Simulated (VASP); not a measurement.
A run of VASP 6.6.1 is set up as follows.

The input POSCAR:

```
Cr
1.0
   -1.4429566865      1.4429566865      1.4429566865
    1.4429566865     -1.4429566865      1.4429566865
    1.4429566865      1.4429566865     -1.4429566865
Cr
1
Direct
    0.0000000000      0.0000000000      0.0000000000
```

File INCAR.step1:

```
SYSTEM = Cr
PREC = Accurate
ENCUT = 550
ISMEAR = -1
SIGMA = 0.1
LREAL = .FALSE.
LASPH = .TRUE.
NELM = 120
NBANDS = 12
GGA = PE
ALGO = Normal
EDIFF = 1E-5
LWAVE = .TRUE.
LCHARG = .FALSE.
GGA_COMPAT = .FALSE.
```

INCAR.step2

```
SYSTEM = Cr
PREC = Accurate
ENCUT = 550
EDIFF = 1E-6
ISMEAR = -1
SIGMA = 0.1
LREAL = .FALSE.
LASPH = .TRUE.
NELM = 120
ALGO = Normal
ISIF = 2
LWAVE = .FALSE.
LCHARG = .FALSE.
METAGGA = R2SCAN
LMIXTAU = .TRUE.
NBANDS = 12
ISTART = 1
GGA_COMPAT = .FALSE.
```

The input KPOINTS:

```
regular mesh
0
G
  17 17 17
  0 0 0
```

Potentials or basis: VASP PAW PBE potentials, release 64 (Cr_pv).

The run is started by

```console
$ cat potpaw_PBE.64/Cr_pv/POTCAR > POTCAR
$ cp INCAR.step1 INCAR
$ mpirun -np 1 vasp_std > vasp.out
$ cp INCAR.step2 INCAR
$ mpirun -np 1 vasp_std > vasp.out
```

(1) What does it give for the pressure?

(2) Estimate the band gap on the k mesh.

Answers

(1) -14.1 GPa.

(2) zero (band 6 reaches 12.61 eV, above the bottom of band 7 at 9.44 eV).

Caveat: the PAW data sets were made with another functional, which shifts forces and pressure a little; the run has no spin polarisation, though such a crystal can be magnetic.
